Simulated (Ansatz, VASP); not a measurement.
Si8BMo4 in VASP and in Ansatz

```
Si Mo B
1.0
     3.21694    3.21694    0.00000
    -3.21694    3.21694    0.00000
     0.00000    0.00000    7.87334
Si Mo B
8 4 1
Direct
  0.00235 0.99803 0.67050
  0.03085 0.53102 0.15544
  0.46927 0.96950 0.15544
  0.49790 0.50247 0.67055
  0.03095 0.96933 0.34435
  0.00238 0.50258 0.82926
  0.49779 0.99802 0.82926
  0.46923 0.53108 0.34435
  0.00108 0.99924 0.99812
  0.00109 0.50115 0.50166
  0.49912 0.99924 0.50166
  0.49903 0.50131 0.99814
  0.75010 0.25021 0.25011
```

Alike in both runs: functional PBE; k mesh 4 × 4 × 3; occupations methfessel-paxton of order 1, width 0.1 eV; no spin polarisation.

Ansatz relaxed the structure, and its values are those at the end. VASP's run is a single point on that final structure, the one shown.

```csv
,VASP,Ansatz
version,VASP 6.6.1,Ansatz 0.2.0
potentials or method,"VASP PAW PBE potentials, release 64 (Si, Mo_sv, B), cutoff 520 eV",plane-wave PAW DFT
valence electrons in the cell,91,91
```

```tsv
	VASP	Ansatz	Ansatz less VASP
rms of the force components (eV/Å)	0.006	0.008	+0.0018
```
